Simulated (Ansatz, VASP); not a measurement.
Ta2SiO3: VASP beside Ansatz

```xyz
6
Lattice="2.4375 1.4073 4.6323 -2.4375 1.4073 4.6323 0.0000 -2.8146 4.6323" Properties=species:S:1:pos:R:3 pbc="T T T"
Ta    0.0000    0.0000   10.5365
Ta    0.0000    0.0000    3.3603
Si    0.0000    0.0000    6.9484
O     0.0000    1.4073    4.6323
O    -1.2188   -0.7037    4.6323
O     1.2188   -0.7037    4.6323
```

Alike in both runs: functional PBE; k mesh 3 × 3 × 3; occupations gaussian, width 0.15 eV; no spin polarisation.

Ansatz relaxed the structure, and its values are those at the end. VASP's run is a single point on that final structure, the one shown.

|  | VASP | Ansatz |
| --- | --- | --- |
| version | VASP 6.6.1 | Ansatz 0.2.0 |
| potentials or method | VASP PAW PBE potentials, release 64 (Ta_sv_GW, Si, O), cutoff 700 eV | scalar-relativistic, plane waves, PAW |
| valence electrons in the cell | 48 | 48 |

```tsv
	VASP	Ansatz	Ansatz less VASP
gap on the k mesh at the Fermi level (eV)	none	none	-
pressure (GPa)	0.3	0.2	-0.15
rms of the force components (eV/Å)	0.041	0.002	-0.0390
```

A gap of «none» marks a metal or a gap that the smearing closes. The functional is the same, so the differences come from potentials, cutoffs and numerics.

The k mesh is coarse, so the values compare programs but aren't converged. Neither program's run includes spin-orbit coupling.
